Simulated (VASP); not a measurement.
A run of VASP 6.6.1 is set up as follows.

INCAR

```
SYSTEM = Al
ALGO = Normal
EDIFF = 1E-7
ENCUT = 520
GGA = CA
ISIF = 2
ISMEAR = -1
LASPH = .TRUE.
LCHARG = .FALSE.
LREAL = .FALSE.
LWAVE = .FALSE.
NBANDS = 10
NELM = 60
PREC = Accurate
SIGMA = 0.05
```

KPOINTS

```
k-points
0
G
  11 11 6
  0 0 0
```

File POSCAR:

```
Al
1.0
    2.8494655872      0.0000000000      0.0000000000
   -1.4247327935      2.4677095857      0.0000000000
    0.0000000000      0.0000000000      4.9308948445
Al
2
Direct
    0.3333333333      0.6666666667      0.2500000000
    0.6666666667      0.3333333333      0.7500000000
```

Potentials or basis: VASP PAW LDA potentials, release 64 (Al).

The run is started by

```console
$ cat potpaw_LDA.64/Al/POTCAR > POTCAR
$ mpirun -np 1 vasp_std > vasp.out
```

**Question.** Estimate the pressure.

**Answer.** -5.4 GPa.

**Question.** Estimate the band gap on the k mesh.

**Answer.** Zero (band 3 reaches 10.68 eV, above the bottom of band 4 at 4.38 eV).

Stress tensor (GPa, compression positive):
```
-4.31  0.00  0.00
 0.00 -4.31  0.00
 0.00  0.00 -7.57
```
